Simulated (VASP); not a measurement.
Wanted: the native input for a VASP 6.6.1 run.

```
Task                   : single point
Functional             : PBE
Potentials or basis    : VASP PAW PBE potentials, release 64 (Yb, In_d, C)
Cutoff                 : 600 eV
k mesh                 : 5 × 5 × 5
Occupations            : fermi-dirac, width 0.1 eV
Spin                   : no spin polarisation
Dipole correction      : no
Further INCAR settings : ALGO = Normal; EDIFF = 1e-06; NBANDS = 52
```

The structure of Yb3InC lies in POSCAR:

```
Yb3InC
1.0
    5.0632470000      0.0000000000      0.0000000000
    0.0000000000      5.0632470000      0.0000000000
    0.0000000000      0.0000000000      5.0632470000
Yb In C
3 1 1
Direct
    0.5000000000      0.0000000000      0.5000000000
    0.0000000000      0.5000000000      0.5000000000
    0.5000000000      0.5000000000      0.0000000000
    0.0000000000      0.0000000000      0.0000000000
    0.5000000000      0.5000000000      0.5000000000
```

One way to write it, as run:

INCAR

```
PREC = Accurate ; ENCUT = 600
EDIFF = 1E-6 ; ISMEAR = -1
SIGMA = 0.1 ; LREAL = F
LASPH = T ; NELM = 200
ALGO = Normal ; ISIF = 2
LWAVE = F ; LCHARG = T
GGA = PE ; LELF = T
LVHAR = T ; NBANDS = 52
GGA_COMPAT = F ; LMAXMIX = 6
```

KPOINTS

```
regular mesh
0
Gamma
  5 5 5
```

Potentials or basis: VASP PAW PBE potentials, release 64 (Yb, In_d, C).

Command:

```sh
$ cat potpaw_PBE.64/Yb/POTCAR potpaw_PBE.64/In_d/POTCAR potpaw_PBE.64/C/POTCAR > POTCAR
$ mpirun -np 1 vasp_std > vasp.out
```

Results of the run:

| Item | Value |
| --- | --- |
| Pressure | -2.5 GPa |
| Band gap on the k mesh | zero (an odd number of electrons rules out a gap without spin polarisation) |

Caveat: spin-orbit coupling is left out, which moves the levels of the heavy elements.

Run time: 5.4 min on 1 thread of Intel(R) Xeon(R) 6975P-C (Granite Rapids), on a shared host, peak memory 0.29 GiB.
